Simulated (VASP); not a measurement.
Si7O16 (a cell with a defect), 23 atoms in the cell. The cell holds a defect, 23 atoms: a = 5.872 Å, b = 5.872 Å, c = 5.318 Å, α = 90.00°, β = 90.00°, γ = 90.00°. 

```yaml
Program: VASP 6.6.1
Task: single point
Functional: PBEsol
Potentials_or_basis: VASP PAW PBE potentials, release 64 (Si, O)
Cutoff: 520 eV
k_mesh: 2 × 2 × 2
Occupations: gaussian, width 0.05 eV
Spin: no spin polarisation
Dipole_correction: no
Further_INCAR_settings: LREAL = Auto; ALGO = Normal; EDIFF = 1e-07; NBANDS = 79
```

Potentials or basis: VASP PAW PBE potentials, release 64 (Si, O).

The run is started by

```bash
$ cat potpaw_PBE.64/Si/POTCAR potpaw_PBE.64/O/POTCAR > POTCAR
$ mpirun -np 1 vasp_std > vasp.out
```

Hardware: 1 thread of AMD EPYC 9R45 96-Core Processor (Zen 5) (shared host).

**Question.** How long does it take, and how much memory?

**Answer.** Run time: 3.5 min on 1 thread of AMD EPYC 9R45 96-Core Processor (Zen 5), on a shared host, peak memory 0.28 GiB. Counts: scf iterations 25, k points 8.
